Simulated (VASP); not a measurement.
# GeS (Pnma) in VASP: single point with r2SCAN

Aim: the single point of GeS with r2SCAN.

All numbers are computed with VASP 6.6.1; they aren't measurements. Logs are shortened: lines on timing, memory, paths and dates and some standing lists are left out, and cuts for length are marked.

### Step 1. The cell of the first run

Symmetry: Pnma, No. 62, orthorhombic system. The conventional cell has a = 10.774 Å, b = 3.668 Å, c = 4.451 Å, α = 90.00°, β = 90.00°, γ = 90.00°. Ge (site symmetry m) has 3 S at 2.46 Å within 3.2 Å. Within 3.2 Å of S (site symmetry m) lie 3 Ge at 2.46 Å.

### Step 2. Single point, r2SCAN

POSCAR

```
GeS
1.0
   10.7740382960      0.0000000000      0.0000000000
    0.0000000000      3.6678437518      0.0000000000
    0.0000000000      0.0000000000      4.4512819952
Ge S
4 4
Direct
    0.1257789690      0.2500000000      0.6348514297
    0.8742210310      0.7500000000      0.3651485703
    0.3742210310      0.7500000000      0.1348514297
    0.6257789690      0.2500000000      0.8651485703
    0.8471019409      0.2500000000      0.0028091294
    0.1528980591      0.7500000000      0.9971908706
    0.6528980591      0.7500000000      0.5028091294
    0.3471019409      0.2500000000      0.4971908706
```

INCAR.step1

```
SYSTEM = GeS
ALGO = Normal
EDIFF = 1E-5
ENCUT = 550
GGA = PE
GGA_COMPAT = .FALSE.
ISMEAR = 0
LASPH = .TRUE.
LCHARG = .FALSE.
LREAL = .FALSE.
LWAVE = .TRUE.
NBANDS = 50
NELM = 120
PREC = Accurate
SIGMA = 0.02
```

INCAR.step2

```
SYSTEM = GeS
ALGO = Normal
EDIFF = 1E-6
ENCUT = 550
GGA_COMPAT = .FALSE.
ISIF = 2
ISMEAR = 0
ISTART = 1
LASPH = .TRUE.
LCHARG = .FALSE.
LMIXTAU = .TRUE.
LREAL = .FALSE.
LWAVE = .FALSE.
METAGGA = R2SCAN
NBANDS = 50
NELM = 120
PREC = Accurate
SIGMA = 0.02
```

KPOINTS

```
k-points
0
G
  4 8 6
  0 0 0
```

Potentials or basis: VASP PAW PBE potentials, release 64 (Ge_d, S).

Started as:

```console
> cat potpaw_PBE.64/Ge_d/POTCAR potpaw_PBE.64/S/POTCAR > POTCAR
> cp INCAR.step1 INCAR
> mpirun -np 1 vasp_std > vasp.out
> cp INCAR.step2 INCAR
> mpirun -np 1 vasp_std > vasp.out
```

OUTCAR:

```text
SYSTEM = GeS
   EDIFF = 1E-6
   ENCUT = 550
   ISIF = 2
   ISMEAR = 0
   ISTART = 1
   LASPH = .TRUE.
   LREAL = .FALSE.
   METAGGA = R2SCAN
   NELM = 120
   PREC = Accurate

 ion  position               nearest neighbor table
   1  0.126  0.250  0.635-   6 2.46   6 2.46   8 2.46
   2  0.874  0.750  0.365-   5 2.46   5 2.46   7 2.46
   3  0.374  0.750  0.135-   8 2.46   8 2.46   6 2.46
   4  0.626  0.250  0.865-   7 2.46   7 2.46   5 2.46
   5  0.847  0.250  0.003-   2 2.46   2 2.46   4 2.46
   6  0.153  0.750  0.997-   1 2.46   1 2.46   3 2.46
   7  0.653  0.750  0.503-   4 2.46   4 2.46   2 2.46
   8  0.347  0.250  0.497-   3 2.46   3 2.46   1 2.46

  LATTYP: Found a simple orthorhombic cell.
 ALAT       =     3.6678437518
 B/A-ratio  =     1.2135964061
 C/A-ratio  =     2.9374310971

  Lattice vectors:

 A1 = (   0.0000000000,   3.6678437518,   0.0000000000)
 A2 = (   0.0000000000,   0.0000000000,   4.4512819952)
 A3 = (  10.7740382960,   0.0000000000,   0.0000000000)

Analysis of symmetry for initial positions (statically):
=====================================================================
 Subroutine PRICEL returns:
 Original cell was already a primitive cell.

 Routine SETGRP: Setting up the symmetry group for a
 simple orthorhombic supercell.

 Subroutine GETGRP returns: Found  8 space group operations
 (whereof  2 operations were pure point group operations)
 out of a pool of  8 trial point group operations.

The static configuration has the point symmetry S_2 .
 The point group associated with its full space group is D_2h.

Analysis of symmetry for dynamics (positions and initial velocities):
=====================================================================
 Subroutine PRICEL returns:
 Original cell was already a primitive cell.

 Routine SETGRP: Setting up the symmetry group for a
 simple orthorhombic supercell.

 Subroutine GETGRP returns: Found  8 space group operations
 (whereof  2 operations were pure point group operations)
 out of a pool of  8 trial point group operations.

The dynamic configuration has the point symmetry S_2 .
 The point group associated with its full space group is D_2h.

 Subroutine INISYM returns: Found  8 space group operations
 (whereof  2 operations are pure point group operations),
 and found     1 'primitive' translations

----------------------------------------------------------------------------------------

                                     Primitive cell

  volume of cell :     175.9035

  direct lattice vectors                    reciprocal lattice vectors
    10.774038296  0.000000000  0.000000000     0.092815709  0.000000000  0.000000000
     0.000000000  3.667843752  0.000000000     0.000000000  0.272639749  0.000000000
     0.000000000  0.000000000  4.451281995     0.000000000  0.000000000  0.224654381

  length of vectors
    10.774038296  3.667843752  4.451281995     0.092815709  0.272639749  0.224654381

  position of ions in fractional coordinates (direct lattice)
     0.125778969  0.250000000  0.634851430
     0.874221031  0.750000000  0.365148570
     0.374221031  0.750000000  0.134851430
     0.625778969  0.250000000  0.865148570
     0.847101941  0.250000000  0.002809129
     0.152898059  0.750000000  0.997190871
     0.652898059  0.750000000  0.502809129
     0.347101941  0.250000000  0.497190871

  ion indices of the primitive-cell ions
   primitive index   ion index
                 1           1
                 2           2
                 3           3
                 4           4
                 5           5
                 6           6
                 7           7
                 8           8

----------------------------------------------------------------------------------------

 KPOINTS: k-points

Automatic generation of k-mesh.
 Grid dimensions read from file:
 generate k-points for:    4    8    6

 Generating k-lattice:

  Cartesian coordinates                     Fractional coordinates (reciprocal lattice)
     0.023203927  0.000000000  0.000000000     0.250000000  0.000000000  0.000000000
     0.000000000  0.034079969  0.000000000     0.000000000  0.125000000  0.000000000
     0.000000000  0.000000000  0.037442397     0.000000000  0.000000000  0.166666667

  Length of vectors
     0.023203927  0.034079969  0.037442397

  Shift w.r.t. Gamma in fractional coordinates (k-lattice)
     0.000000000  0.000000000  0.000000000

 Subroutine IBZKPT returns following result:
 ===========================================

 Found     60 irreducible k-points:

 Following reciprocal coordinates:
            Coordinates               Weight
  0.000000  0.000000  0.000000      1.000000
  0.250000  0.000000  0.000000      2.000000
  0.500000  0.000000  0.000000      1.000000
  0.000000  0.125000  0.000000      2.000000
  0.250000  0.125000  0.000000      4.000000
  0.500000  0.125000  0.000000      2.000000
[... 16 lines left out ...]
  0.250000  0.250000  0.166667      8.000000
  0.500000  0.250000  0.166667      4.000000
 [... further k-points ...]
   k-points           NKPTS =     60   k-points in BZ     NKDIM =     60   number of bands    NBANDS=     50
   number of dos      NEDOS =    301   number of ions     NIONS =      8
   total plane-waves  NPLWV =  84672
   dimension x,y,z NGX =    84 NGY =   28 NGZ =   36
   dimension x,y,z NGXF=   168 NGYF=   56 NGZF=   72
   ions per type =               4   4
   NGX,Y,Z   is equivalent  to a cutoff of  12.96, 12.69, 13.45 a.u.
   NGXF,Y,Z  is equivalent  to a cutoff of  25.92, 25.38, 26.89 a.u.
 SYSTEM =  GeS
   PREC   = accura    normal or accurate (medium, high low for compatibility)
   ISTART =      1    job   : 0-new  1-cont  2-samecut
   ICHARG =      0    charge: 1-file 2-atom 10-const
   ISPIN  =      1    spin polarized calculation?
   LNONCOLLINEAR =      F non collinear calculations
   LSORBIT =      F    spin-orbit coupling
   LASPH  =      T    aspherical Exc in radial PAW
   ENCUT  =  550.0 eV  40.42 Ry    6.36 a.u.  20.60  7.01  8.51*2*pi/ulx,y,z
   NELM   =    120;   NELMIN=  2; NELMDL=  0     # of ELM steps
   EDIFF  = 0.1E-05   stopping-criterion for ELM
   LREAL  =      F    real-space projection
   EDIFFG = 0.1E-04   stopping-criterion for IOM
   NSW    =      0    number of steps for IOM
   IBRION =     -1    ionic relax: 0-MD 1-quasi-New 2-CG
   NFREE  =      0    steps in history (QN), initial steepest desc. (CG)
   ISIF   =      2    stress and relaxation
   ISYM   =      2    0-nonsym 1-usesym 2-fastsym
   POTIM  = 0.5000    time-step for ionic-motion
   TEBEG  =    0.0;   TEEND  =   0.0 temperature during run
   PSTRESS=    0.0 pullay stress
   NELECT =      80.0000    total number of electrons
   NUPDOWN=      -1.0000    fix difference up-down
   EMIN   =  10.00;   EMAX   =-10.00  energy-range for DOS
   EFERMI =   0.00;   METHOD = LEGACY
   ISMEAR =     0;   SIGMA  =   0.02  broadening in eV -4-tet -1-fermi 0-gaus
   EFERMI_NEDOS =   21; number of points for ismear=-14 and -15
   IALGO  =     38    algorithm
   IMIX   =      4    mixing-type and parameters
     AMIX     =   0.40;   BMIX     =  1.00
     AMIX_MAG =   1.60;   BMIX_MAG =  1.00
  volume/ion in A,a.u.               =      21.99       148.38
  Fermi-wavevector in a.u.,A,eV,Ry     =   1.258964  2.379097 21.565106  1.584991
  Thomas-Fermi vector in A             =   2.392547
   LORBIT       =      0    0 simple, 1 ext, 2 COOP (PROOUT), +10 PAW based schemes
   METAGGA = R2SCAN    functional components
   LHFCALC =     F    Hartree Fock is set to
   AEXX    =    0.0000 exact exchange contribution
   IVDW    =     0    specifies the selected vdW correction
   LEPSILON=     F    determine dielectric tensor
   LRPA    =     F    only Hartree local field effects (RPA)
 non-spin polarized calculation
 Gauss-broadening in eV      SIGMA  =   0.02
  energy-cutoff  :      550.00
  volume of cell :      175.90
 maximum number of plane-waves:      5204
 NGX is ok and might be reduce to    84
   NGX = 41   NGY = 15   NGZ = 17

 number of electron      80.0000030 magnetization

 Free energy of the ion-electron system (eV)
  ---------------------------------------------------
  ext. energy  EPLUGINS =         0.00000000
  ---------------------------------------------------
  free energy    TOTEN  =       -89.55597395 eV

  energy without entropy =      -89.55597395  energy(sigma->0) =      -89.55597395

 E-fermi :   4.2202     XC(G=0): -10.4074

 val. band max:        4.1155324974   @ k =   0.0000   0.0000   0.0000
 cond. band min:       5.5621232961   @ k =   0.0000   0.0000   0.0000
 fundamental gap:      1.4465907987
 Fermi energy:         4.2202087812

 k-point     1 :       0.0000    0.0000    0.0000
  band No.  band energies     occupation
      1     -20.9678      2.00000
      2     -20.9654      2.00000
      3     -20.9597      2.00000
      4     -20.9580      2.00000
      5     -20.9572      2.00000
      6     -20.9563      2.00000
[... 42 lines left out ...]
     49       9.8972      0.00000
     50      10.4278      0.00000

 k-point     2 :       0.2500    0.0000    0.0000
  band No.  band energies     occupation
      1     -20.9675      2.00000
      2     -20.9658      2.00000
      3     -20.9594      2.00000
      4     -20.9582      2.00000
      5     -20.9571      2.00000
      6     -20.9565      2.00000
[... 42 lines left out ...]
     49      10.0793      0.00000
     50      10.1719      0.00000

 k-point     3 :       0.5000    0.0000    0.0000
  band No.  band energies     occupation
      1     -20.9667      2.00000
      2     -20.9667      2.00000
      3     -20.9587      2.00000
      4     -20.9587      2.00000
      5     -20.9568      2.00000
      6     -20.9568      2.00000
[... 42 lines left out ...]
     49       9.8149      0.00000
     50       9.8149      0.00000

 k-point     4 :       0.0000    0.1250    0.0000
  band No.  band energies     occupation
      1     -20.9662      2.00000
      2     -20.9642      2.00000
      3     -20.9584      2.00000
      4     -20.9582      2.00000
      5     -20.9571      2.00000
      6     -20.9562      2.00000
[... 999 lines left out ...]
 k-point    23 :       0.2500    0.2500    0.1667
  band No.  band energies     occupation
      1     -20.9635      2.00000
      2     -20.9628      2.00000
      3     -20.9611      2.00000
      4     -20.9606      2.00000
      5     -20.9554      2.00000
      6     -20.9548      2.00000
[... 42 lines left out ...]
     49       8.9181      0.00000
     50       9.5888      0.00000

 k-point    24 :       0.5000    0.2500    0.1667
  band No.  band energies     occupation
      1     -20.9632      2.00000
      2     -20.9632      2.00000
      3     -20.9608      2.00000
      4     -20.9608      2.00000
      5     -20.9552      2.00000
      6     -20.9552      2.00000
[... 42 lines left out ...]
     49       9.2089      0.00000
     50       9.2089      0.00000

 [... further k-points ...]
[... 5 lines left out ...]
  --------------------------------------------------------------------------------------
  -------------------------------------------------------------------------------------
  Total       -1.5529872     -2.1496777     -1.3256213      0.0000000      0.0000000      0.0000000
  in kB      -14.1450340    -19.5798556    -12.0741231      0.0000000      0.0000000      0.0000000
  external PRESSURE =     -15.2663376 kB  Pullay stress =       0.0000000 kB

 VOLUME and BASIS-vectors are now :
 -----------------------------------------------------------------------------
  energy-cutoff  :      550.00
  volume of cell :      175.90
      direct lattice vectors                 reciprocal lattice vectors
    10.774038296  0.000000000  0.000000000     0.092815709  0.000000000  0.000000000
     0.000000000  3.667843752  0.000000000     0.000000000  0.272639749  0.000000000
     0.000000000  0.000000000  4.451281995     0.000000000  0.000000000  0.224654381

 POSITION                                       TOTAL-FORCE (eV/Angst)
 -----------------------------------------------------------------------------------
      1.35515      0.91696      2.82590         0.215712      0.000000      0.173344
      9.41889      2.75088      1.62538        -0.215712      0.000000     -0.173344
      4.03187      2.75088      0.60026        -0.215712     -0.000000      0.173344
      6.74217      0.91696      3.85102         0.215712      0.000000     -0.173344
      9.12671      0.91696      0.01250        -0.118980     -0.000000      0.190889
      1.64733      2.75088      4.43878         0.118980      0.000000     -0.190889
      7.03435      2.75088      2.23815         0.118980      0.000000      0.190889
      3.73969      0.91696      2.21314        -0.118980      0.000000     -0.190889
 -----------------------------------------------------------------------------------
    total drift:                                0.000000     -0.000000      0.000000

  FREE ENERGIE OF THE ION-ELECTRON SYSTEM (eV)
  ---------------------------------------------------
  free  energy   TOTEN  =       -89.5559739522 eV

  energy  without entropy=      -89.5559739522  energy(sigma->0) =      -89.55597395
```

Wall time 11 min (1 thread of Intel Xeon 6975P-C (Granite Rapids), shared host); peak memory 0.58 GiB.

What came out:

```
Free energy            : -89.5560 eV
Pressure               : -1.5 GPa
Largest force          : 0.277 eV/Å
Band gap on the k mesh : 1.45 eV
```

Forces on the atoms (eV/Å):
```
Ge   0.216  0.000  0.173
Ge  -0.216  0.000 -0.173
Ge  -0.216  0.000  0.173
Ge   0.216  0.000 -0.173
S   -0.119  0.000  0.191
S    0.119  0.000 -0.191
S    0.119  0.000  0.191
S   -0.119  0.000 -0.191
```

Caveat: the PAW data sets were made with another functional, which shifts forces and pressure a little. A k mesh can miss the band edges.
